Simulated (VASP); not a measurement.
The system is CuO.

```
Cu O
1.0
     3.15418    0.00000    0.00000
     0.00000    3.15418    0.00000
     0.00000    0.00000    4.61833
Cu O
2 2
Direct
  0.00000 0.00000 0.00000
  0.50000 0.50000 0.00000
  0.50000 0.00000 0.26700
  0.00000 0.50000 0.73300
```

Base run:

```yaml
Program: VASP 6.6.1
Functional: PBE
Potentials_or_basis: VASP PAW PBE potentials, release 64 (Cu, O)
Cutoff: 520 eV
k_mesh: 8 × 8 × 6
Occupations: fermi-dirac, width 0.05 eV
Spin: no spin polarisation
```

Its results: band gap on the k mesh zero (band 17 reaches 3.77 eV, above the bottom of band 18 at 2.91 eV); pressure 21.4 GPa; largest force 0.563 eV/Å.

Q: The run is repeated on the same cell with these changes: functional from PBE to PBEsol. What comes out?

A: Band gap on the k mesh zero (band 17 reaches 3.64 eV, above the bottom of band 18 at 2.78 eV); pressure 14.2 GPa; largest force 0.992 eV/Å.

PBEsol binds more tightly than PBE, so the same cell stands under less pressure.

Caveats: semilocal functionals often make such compounds metallic where correlation or magnetic order opens a gap, which also shifts bond lengths; the PAW data sets were made with another functional, which shifts forces and pressure a little (some runs).
